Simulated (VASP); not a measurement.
# ZrH5 (Cmm2) in VASP: single point with PBE

Aim: the single point of ZrH5 with PBE.

Program: VASP 6.6.1. These are calculated values, not measurements. Logs are shortened: lines on timing, memory, paths and dates and some standing lists are left out, and cuts for length are marked.

## (1) The cell of the first run

It takes space group Cmm2 (No. 35, orthorhombic). The conventional cell has a = 3.486 Å, b = 5.708 Å, c = 5.418 Å, α = 90.00°, β = 90.00°, γ = 90.00°. Within 2.5 Å of Zr (site symmetry mm2) lie 9 H at 1.90 to 2.09 Å. Within 1.4 Å of H (site symmetry m) lie 1 H at 1.07 Å. Within 1.4 Å of H (site symmetry mm2) lie 2 H at 1.07 Å. Within 2.4 Å of H (site symmetry m) lie 3 H at 1.84 to 2.01 Å and 3 Zr at 2.05 to 2.09 Å.

## (2) Single point, PBE

Contents of INCAR:

```
SYSTEM = ZrH5
PREC = Accurate
ENCUT = 500
EDIFF = 1E-6
ISMEAR = 0
SIGMA = 0.2
LREAL = .False.
LASPH = .True.
NELM = 120
ALGO = Normal
ISIF = 2
LWAVE = .False.
LCHARG = .True.
GGA = PE
LELF = .True.
LVHAR = .True.
NBANDS = 18
GGA_COMPAT = .False.
```

Contents of KPOINTS:

```
regular mesh
0
Gamma
  5 5 3
  0 0 0
```

Contents of POSCAR:

```
ZrH5
1.0
    1.7427679427     -2.8541011594      0.0000000000
    1.7427679427      2.8541011594      0.0000000000
    0.0000000000      0.0000000000      5.4176075173
Zr H
1 5
Direct
    0.5000000000      0.5000000000      0.3834707935
    0.6801803667      0.3198196333      0.6818320360
    0.3198196333      0.6801803667      0.6818320360
    0.5000000000      0.5000000000      0.7335224803
    0.8384143541      0.1615856459      0.2571912971
    0.1615856459      0.8384143541      0.2571912971
```

Potentials or basis: VASP PAW PBE potentials, release 64 (Zr_sv, H).

Started as:

```sh
$ cat potpaw_PBE.64/Zr_sv/POTCAR potpaw_PBE.64/H/POTCAR > POTCAR
$ mpirun -np 1 vasp_std > vasp.out
```

OUTCAR:

```text
SYSTEM = ZrH5
   PREC = Accurate
   ENCUT = 500
   EDIFF = 1E-6
   ISMEAR = 0
   LREAL = .False.
   LASPH = .True.
   NELM = 120
   ISIF = 2
   GGA = PE

 ion  position               nearest neighbor table
   1  0.500  0.500  0.383-   4 1.90   3 1.92   2 1.92   5 2.05   6 2.05   5 2.09   6 2.09   6 2.09
                             5 2.09
   2  0.680  0.320  0.682-   1 1.92
   3  0.320  0.680  0.682-   1 1.92
   4  0.500  0.500  0.734-   1 1.90
   5  0.838  0.162  0.257-   1 2.05   1 2.09   1 2.09
   6  0.162  0.838  0.257-   1 2.05   1 2.09   1 2.09

  LATTYP: Found a base centered orthorhombic cell.
 ALAT       =     3.4855358854
 B/A-ratio  =     1.6376828432
 C/A-ratio  =     1.5543112151

  Lattice vectors:

 A1 = (   1.7427679427,  -2.8541011594,   0.0000000000)
 A2 = (   1.7427679427,   2.8541011594,   0.0000000000)
 A3 = (   0.0000000000,   0.0000000000,   5.4176075173)

Analysis of symmetry for initial positions (statically):
=====================================================================
 Subroutine PRICEL returns:
 Original cell was already a primitive cell.

 Routine SETGRP: Setting up the symmetry group for a
 base centered orthorhombic supercell.

 Subroutine GETGRP returns: Found  4 space group operations
 (whereof  4 operations were pure point group operations)
 out of a pool of  8 trial point group operations.

The static configuration has the point symmetry C_2v.

Analysis of symmetry for dynamics (positions and initial velocities):
=====================================================================
 Subroutine PRICEL returns:
 Original cell was already a primitive cell.

 Routine SETGRP: Setting up the symmetry group for a
 base centered orthorhombic supercell.

 Subroutine GETGRP returns: Found  4 space group operations
 (whereof  4 operations were pure point group operations)
 out of a pool of  8 trial point group operations.

The dynamic configuration has the point symmetry C_2v.

 Subroutine INISYM returns: Found  4 space group operations
 (whereof  4 operations are pure point group operations),
 and found     1 'primitive' translations

----------------------------------------------------------------------------------------

                                     Primitive cell

  volume of cell :      53.8947
[... 90 lines left out ...]
   EDIFF  = 0.1E-05   stopping-criterion for ELM
   LREAL  =      F    real-space projection
   EDIFFG = 0.1E-04   stopping-criterion for IOM
   NSW    =      0    number of steps for IOM
   IBRION =     -1    ionic relax: 0-MD 1-quasi-New 2-CG
   NFREE  =      0    steps in history (QN), initial steepest desc. (CG)
   ISIF   =      2    stress and relaxation
   ISYM   =      2    0-nonsym 1-usesym 2-fastsym
   POTIM  = 0.5000    time-step for ionic-motion
   TEBEG  =    0.0;   TEEND  =   0.0 temperature during run
   PSTRESS=    0.0 pullay stress
   NELECT =      17.0000    total number of electrons
   NUPDOWN=      -1.0000    fix difference up-down
   EMIN   =  10.00;   EMAX   =-10.00  energy-range for DOS
   EFERMI =   0.00;   METHOD = LEGACY
   ISMEAR =     0;   SIGMA  =   0.20  broadening in eV -4-tet -1-fermi 0-gaus
   EFERMI_NEDOS =   21; number of points for ismear=-14 and -15
   IALGO  =     38    algorithm
   IMIX   =      4    mixing-type and parameters
     AMIX     =   0.40;   BMIX     =  1.00
     AMIX_MAG =   1.60;   BMIX_MAG =  1.00
  volume/ion in A,a.u.               =       8.98        60.62
  Fermi-wavevector in a.u.,A,eV,Ry     =   1.114403  2.105917 16.896998  1.241894
  Thomas-Fermi vector in A             =   2.250998
   LORBIT       =      0    0 simple, 1 ext, 2 COOP (PROOUT), +10 PAW based schemes
   GGA     = PE    functional components
   LHFCALC =     F    Hartree Fock is set to
   AEXX    =    0.0000 exact exchange contribution
   IVDW    =     0    specifies the selected vdW correction
   LEPSILON=     F    determine dielectric tensor
   LRPA    =     F    only Hartree local field effects (RPA)
 non-spin polarized calculation
 Gauss-broadening in eV      SIGMA  =   0.20
  energy-cutoff  :      500.00
  volume of cell :       53.89
 maximum number of plane-waves:      1385
   NGX = 13   NGY = 13   NGZ = 19

 number of electron      17.0000003 magnetization

 Free energy of the ion-electron system (eV)
  ---------------------------------------------------
  ext. energy  EPLUGINS =         0.00000000
  ---------------------------------------------------
  free energy    TOTEN  =       -25.24676463 eV

  energy without entropy =      -25.23619808  energy(sigma->0) =      -25.24148135

 E-fermi :   3.8524     XC(G=0):  -8.8162

 val. band max:        3.7686522815   @ k =   0.2000   0.0000   0.0000
 cond. band min:       4.1128924047   @ k =   0.0000   0.0000   0.3333
 fundamental gap:      0.3442401232
 Fermi energy:         3.8523626930

 k-point     1 :       0.0000    0.0000    0.0000
  band No.  band energies     occupation
      1     -45.5937      2.00000
      2     -23.8383      2.00000
      3     -23.4978      2.00000
      4     -23.3292      2.00000
      5      -6.3746      2.00000
      6      -4.1712      2.00000
[... 355 lines left out ...]
      5      -4.0432      2.00000
      6      -2.5556      2.00000
[... 10 lines left out ...]
     17      12.2418      0.00000
     18      14.5125      0.00000

------------------------ aborting loop because EDIFF is reached ----------------------------------------

  FORCE on cell =-STRESS in cart. coord.  units (eV):
  Direction    XX          YY          ZZ          XY          YZ          ZX
  --------------------------------------------------------------------------------------
  -------------------------------------------------------------------------------------
  Total        0.0007188      0.1819353      0.0254607      0.0000000      0.0000000      0.0000000
  in kB        0.0213696      5.4085537      0.7568938      0.0000000      0.0000000      0.0000000
  external PRESSURE =       2.0622724 kB  Pullay stress =       0.0000000 kB

 VOLUME and BASIS-vectors are now :
 -----------------------------------------------------------------------------
  energy-cutoff  :      500.00
  volume of cell :       53.89
      direct lattice vectors                 reciprocal lattice vectors
     1.742767943 -2.854101159  0.000000000     0.286899930 -0.175186503  0.000000000
     1.742767943  2.854101159  0.000000000     0.286899930  0.175186503  0.000000000
     0.000000000  0.000000000  5.417607517     0.000000000  0.000000000  0.184583323

 POSITION                                       TOTAL-FORCE (eV/Angst)
 -----------------------------------------------------------------------------------
      1.74277      0.00000      2.07749         0.000000      0.000000     -0.012177
      1.74277     -1.02851      3.69390         0.000000      0.052502      0.030473
      1.74277      1.02851      3.69390         0.000000     -0.052502      0.030473
      1.74277      0.00000      3.97394        -0.000000      0.000000     -0.069079
      1.74277     -1.93174      1.39336         0.000000      0.038535      0.010156
      1.74277      1.93174      1.39336         0.000000     -0.038535      0.010156
 -----------------------------------------------------------------------------------
    total drift:                               -0.000000     -0.000000     -0.000250

  FREE ENERGIE OF THE ION-ELECTRON SYSTEM (eV)
  ---------------------------------------------------
  free  energy   TOTEN  =       -25.2467646270 eV

  energy  without entropy=      -25.2361980809  energy(sigma->0) =      -25.24148135
```

OSZICAR:

```text
N       E                     dE             d eps       ncg     rms          rms(c)
DAV:   1     0.102596928724E+03    0.10260E+03   -0.78004E+03   648   0.808E+02
DAV:   2    -0.199465499777E+02   -0.12254E+03   -0.11729E+03   818   0.241E+02
DAV:   3    -0.272464073267E+02   -0.72999E+01   -0.72443E+01  1146   0.465E+01
DAV:   4    -0.273355301110E+02   -0.89123E-01   -0.89051E-01   798   0.513E+00
DAV:   5    -0.273368266217E+02   -0.12965E-02   -0.12964E-02   892   0.518E-01    0.192E+01
DAV:   6    -0.255691228074E+02    0.17677E+01   -0.17983E+00   748   0.958E+00    0.722E+00
DAV:   7    -0.252713231687E+02    0.29780E+00   -0.68260E-01   776   0.444E+00    0.167E+00
DAV:   8    -0.252440187905E+02    0.27304E-01   -0.95817E-02   770   0.200E+00    0.440E-01
DAV:   9    -0.252453954938E+02   -0.13767E-02   -0.43198E-03   722   0.479E-01    0.172E-01
DAV:  10    -0.252466222460E+02   -0.12268E-02   -0.14709E-03   704   0.253E-01    0.736E-02
DAV:  11    -0.252467217693E+02   -0.99523E-04   -0.11457E-04   822   0.734E-02    0.186E-02
DAV:  12    -0.252467614449E+02   -0.39676E-04   -0.55435E-05   698   0.482E-02    0.130E-02
DAV:  13    -0.252467644736E+02   -0.30286E-05   -0.46435E-06   792   0.159E-02    0.355E-03
DAV:  14    -0.252467646270E+02   -0.15343E-06   -0.11562E-06   640   0.727E-03
   1 F= -.25246765E+02 E0= -.25241481E+02  d E =-.105665E-01
```

Run time: 20 s. Hardware: 1 thread of AMD EPYC 7R43 (Zen 3), shared host; peak memory 0.13 GiB.

What came out:

```yaml
Free_energy: -25.2468 eV
Pressure: 0.2 GPa
Largest_force: 0.069 eV/Å
```

Forces in eV/Å, atoms in the order of the input:
```
Zr   0.000  0.000 -0.012
H    0.000  0.053  0.030
H    0.000 -0.053  0.030
H    0.000  0.000 -0.069
H    0.000  0.039  0.010
H    0.000 -0.039  0.010
```

Levels at points of the mesh, in eV from the Fermi level:
```csv
k point,band 5,band 6,band 7,band 8,band 9,band 10,band 11,band 12,band 13,band 14
"(0.00, 0.00, 0.00)",-10.23,-8.02,-0.96,-0.69,-0.37,0.33,0.53,2.05,4.32,5.17
```

Caveat: the k points lie up to 0.42 Å⁻¹ apart.
